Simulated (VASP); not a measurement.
# GaN (F-43m) in VASP: further runs

Aim: see how the results for GaN move with the level of theory and the settings. Levels: BLYP+D4, RPBE, revPBE+D3(BJ). Tasks: single point.

Everything below comes from runs of VASP 6.6.1. Logs are shortened: lines on timing, memory, paths and dates and some standing lists are left out, and cuts for length are marked.

**1. The cell of the first run**

It takes space group F-43m (No. 216, cubic). The conventional cell has a = 4.566 Å, b = 4.566 Å, c = 4.566 Å, α = 90.00°, β = 90.00°, γ = 90.00°. Ga (site symmetry -43m) has 4 N at 1.98 Å within 2.6 Å. N (site symmetry -43m) has 4 Ga at 1.98 Å within 2.6 Å.

**2. Single point, BLYP+D4**

Contents of INCAR:

```
SYSTEM = GaN
PREC = Accurate
ENCUT = 520
EDIFF = 1E-7
ISMEAR = -1
SIGMA = 0.05
LREAL = .False.
LASPH = .True.
NELM = 60
ALGO = Normal
ISIF = 2
LWAVE = .False.
LCHARG = .False.
GGA = B5
ALDAX = 1.0
AGGAX = 1.0
AGGAC = 1.0
ALDAC = 0.0
IVDW = 13
VDW_S6 = 1.0
VDW_S8 = 2.34076671
VDW_A1 = 0.44488865
VDW_A2 = 4.0933009
NBANDS = 16
```

Contents of KPOINTS:

```
Automatic mesh
0
Gamma
  10 10 10
  0 0 0
```

Contents of POSCAR:

```
GaN
1.0
    0.0000000000      2.2831553320      2.2831553320
    2.2831553320      0.0000000000      2.2831553320
    2.2831553320      2.2831553320      0.0000000000
Ga N
1 1
Direct
    0.0000000000      0.0000000000      0.0000000000
    0.2500000000      0.2500000000      0.2500000000
```

Potentials or basis: VASP PAW PBE potentials, release 64 (Ga_d, N).

Started as:

```
$ cat potpaw_PBE.64/Ga_d/POTCAR potpaw_PBE.64/N/POTCAR > POTCAR
$ mpirun -np 1 vasp_std > vasp.out
```

OUTCAR:

```text
SYSTEM = GaN
   PREC = Accurate
   ENCUT = 520
   EDIFF = 1E-7
   ISMEAR = -1
   LREAL = .False.
   LASPH = .True.
   NELM = 60
   ISIF = 2
   GGA = B5
   IVDW = 13

 ion  position               nearest neighbor table
   1  0.000  0.000  0.000-   2 1.98   2 1.98   2 1.98   2 1.98
   2  0.250  0.250  0.250-   1 1.98   1 1.98   1 1.98   1 1.98

  LATTYP: Found a face centered cubic cell.
 ALAT       =     4.5663106640

  Lattice vectors:

 A1 = (   0.0000000000,   2.2831553320,   2.2831553320)
 A2 = (   2.2831553320,   0.0000000000,   2.2831553320)
 A3 = (   2.2831553320,   2.2831553320,   0.0000000000)

Analysis of symmetry for initial positions (statically):
=====================================================================
 Subroutine PRICEL returns:
 Original cell was already a primitive cell.

 Routine SETGRP: Setting up the symmetry group for a
 face centered cubic supercell.

 Subroutine GETGRP returns: Found 24 space group operations
 (whereof 24 operations were pure point group operations)
 out of a pool of 48 trial point group operations.

The static configuration has the point symmetry T_d .

Analysis of symmetry for dynamics (positions and initial velocities):
=====================================================================
 Subroutine PRICEL returns:
 Original cell was already a primitive cell.

 Routine SETGRP: Setting up the symmetry group for a
 face centered cubic supercell.

 Subroutine GETGRP returns: Found 24 space group operations
 (whereof 24 operations were pure point group operations)
 out of a pool of 48 trial point group operations.

The dynamic configuration has the point symmetry T_d .

 Subroutine INISYM returns: Found 24 space group operations
 (whereof 24 operations are pure point group operations),
 and found     1 'primitive' translations

----------------------------------------------------------------------------------------

                                     Primitive cell

  volume of cell :      23.8033

  direct lattice vectors                    reciprocal lattice vectors
     0.000000000  2.283155332  2.283155332    -0.218995174  0.218995174  0.218995174
     2.283155332  0.000000000  2.283155332     0.218995174 -0.218995174  0.218995174
     2.283155332  2.283155332  0.000000000     0.218995174  0.218995174 -0.218995174

  length of vectors
     3.228869236  3.228869236  3.228869236     0.379310769  0.379310769  0.379310769

  position of ions in fractional coordinates (direct lattice)
     0.000000000  0.000000000  0.000000000
     0.250000000  0.250000000  0.250000000

  ion indices of the primitive-cell ions
   primitive index   ion index
                 1           1
                 2           2

----------------------------------------------------------------------------------------

 KPOINTS: Automatic mesh

Automatic generation of k-mesh.
 Grid dimensions read from file:
 generate k-points for:   10   10   10

 Generating k-lattice:

  Cartesian coordinates                     Fractional coordinates (reciprocal lattice)
    -0.021899517  0.021899517  0.021899517     0.100000000  0.000000000  0.000000000
     0.021899517 -0.021899517  0.021899517     0.000000000  0.100000000  0.000000000
     0.021899517  0.021899517 -0.021899517     0.000000000  0.000000000  0.100000000

  Length of vectors
     0.037931077  0.037931077  0.037931077

  Shift w.r.t. Gamma in fractional coordinates (k-lattice)
     0.000000000  0.000000000  0.000000000

 Subroutine IBZKPT returns following result:
 ===========================================

 Found     47 irreducible k-points:

 Following reciprocal coordinates:
            Coordinates               Weight
  0.000000  0.000000  0.000000      1.000000
  0.100000  0.000000  0.000000      8.000000
  0.200000  0.000000  0.000000      8.000000
  0.300000  0.000000  0.000000      8.000000
  0.400000  0.000000  0.000000      8.000000
  0.500000  0.000000  0.000000      4.000000
[... 16 lines left out ...]
  0.300000  0.300000  0.000000      6.000000
  0.400000  0.300000  0.000000     24.000000
 [... further k-points ...]
   k-points           NKPTS =     47   k-points in BZ     NKDIM =     47   number of bands    NBANDS=     16
   number of dos      NEDOS =    301   number of ions     NIONS =      2
   total plane-waves  NPLWV =  13824
   dimension x,y,z NGX =    24 NGY =   24 NGZ =   24
   dimension x,y,z NGXF=    48 NGYF=   48 NGZF=   48
   ions per type =               1   1
   NGX,Y,Z   is equivalent  to a cutoff of  12.36, 12.36, 12.36 a.u.
   NGXF,Y,Z  is equivalent  to a cutoff of  24.71, 24.71, 24.71 a.u.
 SYSTEM =  GaN
   PREC   = accura    normal or accurate (medium, high low for compatibility)
   ISTART =      0    job   : 0-new  1-cont  2-samecut
   ICHARG =      2    charge: 1-file 2-atom 10-const
   ISPIN  =      1    spin polarized calculation?
   LNONCOLLINEAR =      F non collinear calculations
   LSORBIT =      F    spin-orbit coupling
   LASPH  =      T    aspherical Exc in radial PAW
   ENCUT  =  520.0 eV  38.22 Ry    6.18 a.u.   6.00  6.00  6.00*2*pi/ulx,y,z
   NELM   =     60;   NELMIN=  2; NELMDL= -5     # of ELM steps
   EDIFF  = 0.1E-06   stopping-criterion for ELM
   LREAL  =      F    real-space projection
   EDIFFG = 0.1E-05   stopping-criterion for IOM
   NSW    =      0    number of steps for IOM
   IBRION =     -1    ionic relax: 0-MD 1-quasi-New 2-CG
   NFREE  =      0    steps in history (QN), initial steepest desc. (CG)
   ISIF   =      2    stress and relaxation
   ISYM   =      2    0-nonsym 1-usesym 2-fastsym
   POTIM  = 0.5000    time-step for ionic-motion
   TEBEG  =    0.0;   TEEND  =   0.0 temperature during run
   PSTRESS=    0.0 pullay stress
   NELECT =      18.0000    total number of electrons
   NUPDOWN=      -1.0000    fix difference up-down
   EMIN   =  10.00;   EMAX   =-10.00  energy-range for DOS
   EFERMI =   0.00;   METHOD = LEGACY
   ISMEAR =    -1;   SIGMA  =   0.05  broadening in eV -4-tet -1-fermi 0-gaus
   EFERMI_NEDOS =   21; number of points for ismear=-14 and -15
   IALGO  =     38    algorithm
   IMIX   =      4    mixing-type and parameters
     AMIX     =   0.40;   BMIX     =  1.00
     AMIX_MAG =   1.60;   BMIX_MAG =  1.00
  volume/ion in A,a.u.               =      11.90        80.32
  Fermi-wavevector in a.u.,A,eV,Ry     =   1.491490  2.818507 30.266718  2.224541
  Thomas-Fermi vector in A             =   2.604138
   LORBIT       =      0    0 simple, 1 ext, 2 COOP (PROOUT), +10 PAW based schemes
   GGA     = B5    functional components
   LHFCALC =     F    Hartree Fock is set to
   AEXX    =    0.0000 exact exchange contribution
   IVDW    =    13    specifies the selected vdW correction
   LEPSILON=     F    determine dielectric tensor
   LRPA    =     F    only Hartree local field effects (RPA)
 non-spin polarized calculation
  energy-cutoff  :      520.00
  volume of cell :       23.80
 maximum number of plane-waves:       656
   NGX = 13   NGY = 13   NGZ = 13

 number of electron      17.9999983 magnetization

 Free energy of the ion-electron system (eV)
  ---------------------------------------------------
  ext. energy  EPLUGINS =         0.00000000
  ---------------------------------------------------
  free energy    TOTEN  =       -11.00788466 eV

  energy without entropy =      -11.00788466  energy(sigma->0) =      -11.00788466

 E-fermi :   6.0802     XC(G=0): -10.9029

 val. band max:        5.2577027814   @ k =   0.0000   0.0000   0.0000
 cond. band min:       6.8074155374   @ k =   0.0000   0.0000   0.0000
 fundamental gap:      1.5497127561
 Fermi energy:         6.0801587189

 k-point     1 :       0.0000    0.0000    0.0000
  band No.  band energies     occupation
      1     -10.2662      2.00000
      2      -8.2601      2.00000
      3      -8.2601      2.00000
      4      -8.2601      2.00000
      5      -7.9832      2.00000
      6      -7.9832      2.00000
[... 8 lines left out ...]
     15      24.0578      0.00000
     16      24.0578      0.00000

 k-point     2 :       0.1000    0.0000    0.0000
  band No.  band energies     occupation
      1     -10.1698      2.00000
      2      -8.2482      2.00000
      3      -8.2482      2.00000
      4      -8.2140      2.00000
      5      -7.9842      2.00000
      6      -7.9842      2.00000
[... 8 lines left out ...]
     15      22.7671      0.00000
     16      22.7755      0.00000

 k-point     3 :       0.2000    0.0000    0.0000
  band No.  band energies     occupation
      1      -9.9384      2.00000
      2      -8.2205      2.00000
      3      -8.2205      2.00000
      4      -8.0269      2.00000
      5      -7.9828      2.00000
      6      -7.9828      2.00000
[... 8 lines left out ...]
     15      22.0096      0.00000
     16      22.0096      0.00000

 k-point     4 :       0.3000    0.0000    0.0000
  band No.  band energies     occupation
      1      -9.7178      2.00000
      2      -8.1959      2.00000
      3      -8.1959      2.00000
      4      -7.9707      2.00000
      5      -7.9707      2.00000
      6      -7.5988      2.00000
[... 8 lines left out ...]
     15      22.4119      0.00000
     16      22.4119      0.00000
[... 324 lines left out ...]
 k-point    22 :      -0.2000    0.2000    0.0000
  band No.  band energies     occupation
      1      -9.6501      2.00000
      2      -8.1807      2.00000
      3      -8.1689      2.00000
      4      -8.0018      2.00000
      5      -7.9855      2.00000
      6      -7.4273      2.00000
[... 8 lines left out ...]
     15      22.3715      0.00000
     16      25.5476      0.00000

 k-point    23 :       0.3000    0.3000    0.0000
  band No.  band energies     occupation
      1      -9.5887      2.00000
      2      -8.1186      2.00000
      3      -8.0937      2.00000
      4      -8.0937      2.00000
      5      -7.9386      2.00000
      6      -7.3907      2.00000
[... 8 lines left out ...]
     15      27.0495      0.00000
     16      27.2691      0.00000

 k-point    24 :       0.4000    0.3000    0.0000
  band No.  band energies     occupation
      1      -9.5159      2.00000
      2      -8.1378      2.00000
      3      -8.0636      2.00000
      4      -8.0634      2.00000
      5      -7.9295      2.00000
      6      -6.9313      2.00000
[... 8 lines left out ...]
     15      27.1162      0.00000
     16      27.3908      0.00000

 [... further k-points ...]

------------------------ aborting loop because EDIFF is reached ----------------------------------------

  DFT-D4 for vdW energy calculation

  Edisp (eV):   -1.46577

  FORCE on cell =-STRESS in cart. coord.  units (eV):
  Direction    XX          YY          ZZ          XY          YZ          ZX
  --------------------------------------------------------------------------------------
  -------------------------------------------------------------------------------------
  Total      -0.90339    -0.90339    -0.90339     0.00000     0.00000     0.00000
  in kB     -60.80646   -60.80646   -60.80646     0.00000     0.00000     0.00000
  external pressure =      -60.81 kB  Pullay stress =        0.00 kB

 VOLUME and BASIS-vectors are now :
 -----------------------------------------------------------------------------
  energy-cutoff  :      520.00
  volume of cell :       23.80
      direct lattice vectors                 reciprocal lattice vectors
     0.000000000  2.283155332  2.283155332    -0.218995174  0.218995174  0.218995174
     2.283155332  0.000000000  2.283155332     0.218995174 -0.218995174  0.218995174
     2.283155332  2.283155332  0.000000000     0.218995174  0.218995174 -0.218995174

 POSITION                                       TOTAL-FORCE (eV/Angst)
 -----------------------------------------------------------------------------------
      0.00000      0.00000      0.00000         0.000000     -0.000000      0.000000
      1.14158      1.14158      1.14158        -0.000000      0.000000     -0.000000
 -----------------------------------------------------------------------------------
    total drift:                                0.000003      0.000003      0.000003

  FREE ENERGIE OF THE ION-ELECTRON SYSTEM (eV)
  ---------------------------------------------------
  free  energy   TOTEN  =       -12.4736536434 eV

  energy  without entropy=      -12.4736536418  energy(sigma->0) =      -12.47365364
```

Run time: 63 s. Hardware: 1 thread of AMD EPYC 7R13, shared host; peak memory 0.12 GiB.

Results:

```
Free energy                : -12.4737 eV
Pressure                   : -6.1 GPa
Band gap on the k mesh     : 1.55 eV, direct
Dispersion energy per atom : -0.733 eV
```

Levels at points of the mesh, in eV from the valence-band top:
```tsv
k point	band 5	band 6	band 7	band 8	band 9	band 10	band 11	band 12	band 13	band 14
(0.00, 0.00, 0.00)	-13.24	-13.24	0.00	0.00	0.00	1.55	10.06	10.06	10.06	17.32
(0.50, 0.00, 0.00)	-13.20	-11.92	-6.71	-0.91	-0.91	4.39	8.66	10.22	10.22	15.59
(0.50, 0.50, 0.00)	-13.17	-11.47	-5.94	-2.54	-2.54	3.58	6.43	11.59	13.51	13.51
```

Caveat: the PAW data sets were made with another functional, which shifts forces and pressure a little.

[end of part 1 of 2]
